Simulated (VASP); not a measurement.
# TaN (P6/mmm) in VASP: notebook

TaN is run at these levels: PBEsol; tasks: single point.

Program: VASP 6.6.1. These are calculated values, not measurements. Logs are shortened: lines on timing, memory, paths and dates and some standing lists are left out, and cuts for length are marked.

## (1) The cell of the first run

The structure is hexagonal, space group P6/mmm (No. 191). Conventional cell: a = 5.049 Å, b = 5.049 Å, c = 2.828 Å, α = 90.00°, β = 90.00°, γ = 120.00°. Ta (site symmetry 6/mmm) has 6 N at 2.52 Å and 14 Ta at 2.83 to 3.24 Å within 3.3 Å. Within 2.7 Å of Ta (site symmetry -6m2) lie 6 N at 2.03 Å. N (site symmetry mmm) has 6 Ta at 2.03 to 2.52 Å and 4 N at 2.52 Å within 2.7 Å.

## (2) Single point, PBEsol

File INCAR:

```
SYSTEM = TaN
PREC     = Accurate       ! precision mode
ENCUT    = 520            ! plane-wave cutoff, eV
EDIFF    = 1E-6           ! SCF threshold, eV
ISMEAR   = -1             ! smearing method
SIGMA    = 0.05           ! smearing width, eV
LREAL    = .FALSE.        ! projectors in reciprocal space
LASPH    = .TRUE.         ! aspherical terms in the spheres
NELM     = 80             ! most SCF steps
ALGO     = Normal         ! electronic algorithm
ISIF     = 2              ! what is computed and relaxed
LWAVE    = .FALSE.        ! write WAVECAR
LCHARG   = .FALSE.        ! write CHGCAR
GGA      = PS             ! functional
NBANDS   = 33             ! bands
```

File KPOINTS:

```
Automatic mesh
0
G
  5 5 8
  0 0 0
```

File POSCAR:

```
TaN
1.0
    5.0487085969      0.0000000000      0.0000000000
   -2.5243542985      4.3723100266      0.0000000000
    0.0000000000      0.0000000000      2.8282883066
Ta N
3 3
Direct
    0.0000000000      0.0000000000      0.0000000000
    0.3333333333      0.6666666667      0.5000000000
    0.6666666667      0.3333333333      0.5000000000
    0.5000000000      0.0000000000      0.0000000000
    0.5000000000      0.5000000000      0.0000000000
    0.0000000000      0.5000000000      0.0000000000
```

Potentials or basis: VASP PAW PBE potentials, release 64 (Ta_pv, N).

Started as:

```bash
> cat potpaw_PBE.64/Ta_pv/POTCAR potpaw_PBE.64/N/POTCAR > POTCAR
> mpirun -np 1 vasp_std > vasp.out
```

OUTCAR:

```text
SYSTEM = TaN
   PREC = Accurate
   ENCUT = 520
   EDIFF = 1E-6
   ISMEAR = -1
   LREAL = .FALSE.
   LASPH = .TRUE.
   NELM = 80
   ISIF = 2
   GGA = PS

 ion  position               nearest neighbor table
   1  0.000  0.000  0.000-   4 2.52   4 2.52   5 2.52   5 2.52   6 2.52   6 2.52   3 3.24   3 3.24
                             2 3.24   2 3.24   2 3.24   3 3.24   2 3.24   3 3.24   2 3.24   3 3.24
   2  0.333  0.667  0.500-   6 2.03   6 2.03   5 2.03   5 2.03   4 2.03   4 2.03   3 2.91   3 2.91
                             3 2.91   1 3.24   1 3.24   1 3.24   1 3.24   1 3.24   1 3.24
   3  0.667  0.333  0.500-   6 2.03   6 2.03   5 2.03   5 2.03   4 2.03   4 2.03   2 2.91   2 2.91
                             2 2.91   1 3.24   1 3.24   1 3.24   1 3.24   1 3.24   1 3.24
   4  0.500  0.000  0.000-   2 2.03   3 2.03   2 2.03   3 2.03   1 2.52   1 2.52
   5  0.500  0.500  0.000-   2 2.03   3 2.03   2 2.03   3 2.03   1 2.52   1 2.52
   6  0.000  0.500  0.000-   2 2.03   3 2.03   2 2.03   3 2.03   1 2.52   1 2.52

  LATTYP: Found a hexagonal cell.
 ALAT       =     5.0487085969
 C/A-ratio  =     0.5602003467

  Lattice vectors:

 A1 = (   5.0487085969,   0.0000000000,   0.0000000000)
 A2 = (  -2.5243542985,   4.3723100266,   0.0000000000)
 A3 = (   0.0000000000,   0.0000000000,   2.8282883066)

Analysis of symmetry for initial positions (statically):
=====================================================================
 Subroutine PRICEL returns:
 Original cell was already a primitive cell.

 Routine SETGRP: Setting up the symmetry group for a
 hexagonal supercell.

 Subroutine GETGRP returns: Found 24 space group operations
 (whereof 24 operations were pure point group operations)
 out of a pool of 24 trial point group operations.

The static configuration has the point symmetry D_6h.

Analysis of symmetry for dynamics (positions and initial velocities):
=====================================================================
 Subroutine PRICEL returns:
 Original cell was already a primitive cell.

 Routine SETGRP: Setting up the symmetry group for a
 hexagonal supercell.

 Subroutine GETGRP returns: Found 24 space group operations
 (whereof 24 operations were pure point group operations)
 out of a pool of 24 trial point group operations.

The dynamic configuration has the point symmetry D_6h.

 Subroutine INISYM returns: Found 24 space group operations
 (whereof 24 operations are pure point group operations),
 and found     1 'primitive' translations

----------------------------------------------------------------------------------------

                                     Primitive cell

  volume of cell :      62.4331

  direct lattice vectors                    reciprocal lattice vectors
     5.048708597  0.000000000  0.000000000     0.198070453  0.114356026  0.000000000
    -2.524354299  4.372310027  0.000000000     0.000000000  0.228712052  0.000000000
     0.000000000  0.000000000  2.828288307     0.000000000  0.000000000  0.353570744

  length of vectors
     5.048708597  5.048708706  2.828288307     0.228712057  0.228712052  0.353570744

  position of ions in fractional coordinates (direct lattice)
     0.000000000  0.000000000  0.000000000
     0.333333333  0.666666667  0.500000000
     0.666666667  0.333333333  0.500000000
     0.500000000  0.000000000  0.000000000
     0.500000000  0.500000000  0.000000000
     0.000000000  0.500000000  0.000000000

  ion indices of the primitive-cell ions
   primitive index   ion index
                 1           1
                 2           2
                 3           3
                 4           4
                 5           5
                 6           6

----------------------------------------------------------------------------------------

 KPOINTS: Automatic mesh

Automatic generation of k-mesh.
 Grid dimensions read from file:
 generate k-points for:    5    5    8

 Generating k-lattice:

  Cartesian coordinates                     Fractional coordinates (reciprocal lattice)
     0.039614091  0.022871205  0.000000000     0.200000000 -0.000000000  0.000000000
     0.000000000  0.045742410  0.000000000     0.000000000  0.200000000  0.000000000
     0.000000000  0.000000000  0.044196343     0.000000000  0.000000000  0.125000000

  Length of vectors
     0.045742411  0.045742410  0.044196343

  Shift w.r.t. Gamma in fractional coordinates (k-lattice)
     0.000000000  0.000000000  0.000000000

 Subroutine IBZKPT returns following result:
 ===========================================

 Found     25 irreducible k-points:

 Following reciprocal coordinates:
            Coordinates               Weight
  0.000000  0.000000  0.000000      1.000000
  0.200000  0.000000  0.000000      6.000000
  0.400000  0.000000  0.000000      6.000000
  0.200000  0.200000  0.000000      6.000000
  0.400000  0.200000  0.000000      6.000000
  0.000000  0.000000  0.125000      2.000000
[... 16 lines left out ...]
  0.400000  0.000000  0.500000      6.000000
  0.200000  0.200000  0.500000      6.000000
   k-points           NKPTS =     25   k-points in BZ     NKDIM =     25   number of bands    NBANDS=     33
   number of dos      NEDOS =    301   number of ions     NIONS =      6
   total plane-waves  NPLWV =  38400
   dimension x,y,z NGX =    40 NGY =   40 NGZ =   24
   dimension x,y,z NGXF=    80 NGYF=   80 NGZF=   48
   ions per type =               3   3
   NGX,Y,Z   is equivalent  to a cutoff of  13.17, 13.17, 14.11 a.u.
   NGXF,Y,Z  is equivalent  to a cutoff of  26.34, 26.34, 28.21 a.u.
 SYSTEM =  TaN
   PREC   = accura    normal or accurate (medium, high low for compatibility)
   ISTART =      0    job   : 0-new  1-cont  2-samecut
   ICHARG =      2    charge: 1-file 2-atom 10-const
   ISPIN  =      1    spin polarized calculation?
   LNONCOLLINEAR =      F non collinear calculations
   LSORBIT =      F    spin-orbit coupling
   LASPH  =      T    aspherical Exc in radial PAW
   ENCUT  =  520.0 eV  38.22 Ry    6.18 a.u.   9.39  9.39  5.26*2*pi/ulx,y,z
   NELM   =     80;   NELMIN=  2; NELMDL= -5     # of ELM steps
   EDIFF  = 0.1E-05   stopping-criterion for ELM
   LREAL  =      F    real-space projection
   EDIFFG = 0.1E-04   stopping-criterion for IOM
   NSW    =      0    number of steps for IOM
   IBRION =     -1    ionic relax: 0-MD 1-quasi-New 2-CG
   NFREE  =      0    steps in history (QN), initial steepest desc. (CG)
   ISIF   =      2    stress and relaxation
   ISYM   =      2    0-nonsym 1-usesym 2-fastsym
   POTIM  = 0.5000    time-step for ionic-motion
   TEBEG  =    0.0;   TEEND  =   0.0 temperature during run
   PSTRESS=    0.0 pullay stress
   NELECT =      48.0000    total number of electrons
   NUPDOWN=      -1.0000    fix difference up-down
   EMIN   =  10.00;   EMAX   =-10.00  energy-range for DOS
   EFERMI =   0.00;   METHOD = LEGACY
   ISMEAR =    -1;   SIGMA  =   0.05  broadening in eV -4-tet -1-fermi 0-gaus
   EFERMI_NEDOS =   21; number of points for ismear=-14 and -15
   IALGO  =     38    algorithm
   IMIX   =      4    mixing-type and parameters
     AMIX     =   0.40;   BMIX     =  1.00
     AMIX_MAG =   1.60;   BMIX_MAG =  1.00
  volume/ion in A,a.u.               =      10.41        70.22
  Fermi-wavevector in a.u.,A,eV,Ry     =   1.499743  2.834104 30.602632  2.249230
  Thomas-Fermi vector in A             =   2.611334
   LORBIT       =      0    0 simple, 1 ext, 2 COOP (PROOUT), +10 PAW based schemes
   GGA     = PS    functional components
   LHFCALC =     F    Hartree Fock is set to
   AEXX    =    0.0000 exact exchange contribution
   IVDW    =     0    specifies the selected vdW correction
   LEPSILON=     F    determine dielectric tensor
   LRPA    =     F    only Hartree local field effects (RPA)
 non-spin polarized calculation
  energy-cutoff  :      520.00
  volume of cell :       62.43
 maximum number of plane-waves:      1694
 NGX is ok and might be reduce to    40
   NGX = 19   NGY = 19   NGZ = 11

 number of electron      47.9999999 magnetization

 Free energy of the ion-electron system (eV)
  ---------------------------------------------------
  ext. energy  EPLUGINS =         0.00000000
  ---------------------------------------------------
  free energy    TOTEN  =       -68.13184065 eV

  energy without entropy =      -68.12303282  energy(sigma->0) =      -68.12743674

 E-fermi :   8.9885     XC(G=0): -13.6462

 val. band max:        8.9524918162   @ k =   0.2000   0.0000   0.3750
 cond. band min:       9.0004318734   @ k =   0.2000   0.0000   0.2500
 fundamental gap:      0.0479400572
 Fermi energy:         8.9884575175

 k-point     1 :       0.0000    0.0000    0.0000
  band No.  band energies     occupation
      1     -27.1974      2.00000
      2     -27.1974      2.00000
      3     -26.7048      2.00000
      4     -26.7048      2.00000
      5     -26.4165      2.00000
      6     -26.2912      2.00000
[... 25 lines left out ...]
     32      12.6229      0.00000
     33      12.6229      0.00000

 k-point     2 :       0.2000    0.0000    0.0000
  band No.  band energies     occupation
      1     -27.2401      2.00000
      2     -27.1773      2.00000
      3     -26.6529      2.00000
      4     -26.6413      2.00000
      5     -26.3998      2.00000
      6     -26.3719      2.00000
[... 25 lines left out ...]
     32      12.7972      0.00000
     33      12.9596      0.00000

 k-point     3 :       0.4000    0.0000    0.0000
  band No.  band energies     occupation
      1     -27.2965      2.00000
      2     -27.0759      2.00000
      3     -26.7310      2.00000
      4     -26.5339      2.00000
      5     -26.4082      2.00000
      6     -26.3611      2.00000
[... 25 lines left out ...]
     32      13.0132      0.00000
     33      13.2547      0.00000

 k-point     4 :       0.2000    0.2000    0.0000
  band No.  band energies     occupation
      1     -27.2651      2.00000
      2     -27.1300      2.00000
      3     -26.7033      2.00000
      4     -26.5525      2.00000
      5     -26.4139      2.00000
      6     -26.3708      2.00000
[... 25 lines left out ...]
     32      12.8037      0.00000
     33      13.0652      0.00000

 k-point     5 :       0.4000    0.2000    0.0000
  band No.  band energies     occupation
      1     -27.2753      2.00000
      2     -27.0265      2.00000
      3     -26.8627      2.00000
      4     -26.4956      2.00000
      5     -26.3800      2.00000
      6     -26.3634      2.00000
[... 604 lines left out ...]
 k-point    22 :       0.2000    0.0000    0.5000
  band No.  band energies     occupation
      1     -27.6624      2.00000
      2     -27.3876      2.00000
      3     -26.9817      2.00000
      4     -26.9309      2.00000
      5     -26.4780      2.00000
      6     -26.3809      2.00000
[... 25 lines left out ...]
     32      13.7676      0.00000
     33      14.2194      0.00000

 k-point    23 :       0.4000    0.0000    0.5000
  band No.  band energies     occupation
      1     -27.6176      2.00000
      2     -27.4521      2.00000
      3     -27.0018      2.00000
      4     -26.8700      2.00000
      5     -26.5461      2.00000
      6     -26.3590      2.00000
[... 25 lines left out ...]
     32      13.6273      0.00000
     33      15.3158      0.00000

 k-point    24 :       0.2000    0.2000    0.5000
  band No.  band energies     occupation
      1     -27.6271      2.00000
      2     -27.4393      2.00000
      3     -27.0172      2.00000
      4     -26.8506      2.00000
      5     -26.5532      2.00000
      6     -26.3572      2.00000
[... 25 lines left out ...]
     32      13.4226      0.00000
     33      15.0090      0.00000

 [... further k-points ...]

------------------------ aborting loop because EDIFF is reached ----------------------------------------

  FORCE on cell =-STRESS in cart. coord.  units (eV):
  Direction    XX          YY          ZZ          XY          YZ          ZX
  --------------------------------------------------------------------------------------
  -------------------------------------------------------------------------------------
  Total       12.0422366     12.0422373     16.6469888     -0.0000000     -0.0000000     -0.0000000
  in kB      309.0315414    309.0315592    427.2000937     -0.0000000     -0.0000000     -0.0000000
  external PRESSURE =     348.4210648 kB  Pullay stress =       0.0000000 kB

 VOLUME and BASIS-vectors are now :
 -----------------------------------------------------------------------------
  energy-cutoff  :      520.00
  volume of cell :       62.43
      direct lattice vectors                 reciprocal lattice vectors
     5.048708597  0.000000000  0.000000000     0.198070453  0.114356026  0.000000000
    -2.524354299  4.372310027  0.000000000     0.000000000  0.228712052  0.000000000
     0.000000000  0.000000000  2.828288307     0.000000000  0.000000000  0.353570744

 POSITION                                       TOTAL-FORCE (eV/Angst)
 -----------------------------------------------------------------------------------
      0.00000      0.00000      0.00000         0.000000      0.000000      0.000000
     -0.00000      2.91487      1.41414        -0.000000      0.000000      0.000000
      2.52435      1.45744      1.41414         0.000000     -0.000000      0.000000
      2.52435      0.00000      0.00000         0.000000      0.000000      0.000000
      1.26218      2.18616      0.00000         0.000000      0.000000      0.000000
     -1.26218      2.18616      0.00000         0.000000      0.000000      0.000000
 -----------------------------------------------------------------------------------
    total drift:                               -0.000000      0.000000     -0.000000

  FREE ENERGIE OF THE ION-ELECTRON SYSTEM (eV)
  ---------------------------------------------------
  free  energy   TOTEN  =       -68.1318406502 eV

  energy  without entropy=      -68.1230328239  energy(sigma->0) =      -68.12743674
```

Run time: 33 s. Hardware: 1 thread of Intel Xeon Platinum 8488C (Sapphire Rapids), shared host; peak memory 0.2 GiB.

Results:

- Free energy: -68.1318 eV
- Pressure: 34.8 GPa
- Band gap on the k mesh: zero (band 24 reaches 9.95 eV, above the bottom of band 25 at 7.49 eV)

Stress tensor (GPa, compression positive):
```
30.90  0.00  0.00
 0.00 30.90  0.00
 0.00  0.00 42.72
```

Levels at points of the mesh, in eV from the Fermi level:
```
           k point  band 21  band 22  band 23  band 24  band 25  band 26  band 27  band 28
(0.00, 0.00, 0.00)    -3.19    -2.81    -2.32    -1.50    -1.50     0.82     0.82     1.45
(0.00, 0.00, 0.50)    -3.38    -3.38    -2.16     0.96     0.96     1.64     2.07     2.81
```

Caveat: the PAW data sets were made with another functional, which shifts forces and pressure a little; spin-orbit coupling is left out, which moves the levels of the heavy elements.

## (3) Single point, PBEsol

This run uses another cell than the first one, of 10.71 Å³/atom, 1.029 times its volume.

File INCAR:

```
SYSTEM = TaN
PREC = Accurate
ENCUT = 520
EDIFF = 1E-6
ISMEAR = -1
SIGMA = 0.05
LREAL = .False.
LASPH = .True.
NELM = 100
ALGO = Normal
ISIF = 2
LWAVE = .False.
LCHARG = .True.
GGA = PS
LELF = .True.
LVHAR = .True.
NBANDS = 33
```

File KPOINTS:

```
Automatic mesh
0
Gamma
  5 5 8
  0 0 0
```

Edit POSCAR of step 2 so:

```diff
@@ -2,5 +2,5 @@
 1.0
-    5.0487085969      0.0000000000      0.0000000000
-   -2.5243542985      4.3723100266      0.0000000000
-    0.0000000000      0.0000000000      2.8282883066
+    5.0970245336      0.0000000000      0.0000000000
+   -2.5485122668      4.4141528564      0.0000000000
+    0.0000000000      0.0000000000      2.8553549111
 Ta N
```

Potentials or basis: VASP PAW PBE potentials, release 64 (Ta_pv, N).

Started as:

```bash
> cat potpaw_PBE.64/Ta_pv/POTCAR potpaw_PBE.64/N/POTCAR > POTCAR
> mpirun -np 1 vasp_std > vasp.out
```

Run time: 68 s. Hardware: 1 thread of Intel Xeon Platinum 8488C (Sapphire Rapids), shared host; peak memory 0.2 GiB.

It converged, with:

| Quantity | Value |
| --- | --- |
| Free energy | -68.4544 eV |
| Pressure | 22.2 GPa |
| Band gap on the k mesh | zero (band 24 reaches 9.58 eV, above the bottom of band 25 at 7.23 eV) |

Stress tensor (GPa, compression positive):
```
19.81  0.00  0.00
 0.00 19.81  0.00
 0.00  0.00 27.10
```

Levels at points of the mesh, in eV from the Fermi level:
| k point | band 22 | band 23 | band 24 | band 25 | band 26 | band 27 |
| --- | --- | --- | --- | --- | --- | --- |
| (0.00, 0.00, 0.00) | -2.70 | -2.24 | -1.43 | -1.43 | 0.81 | 0.81 |
| (0.00, 0.00, 0.50) | -3.29 | -2.08 | 0.92 | 0.92 | 1.58 | 1.95 |

Caveat: the PAW data sets were made with another functional, which shifts forces and pressure a little; spin-orbit coupling is left out, which moves the levels of the heavy elements.

[end of part 1 of 2]
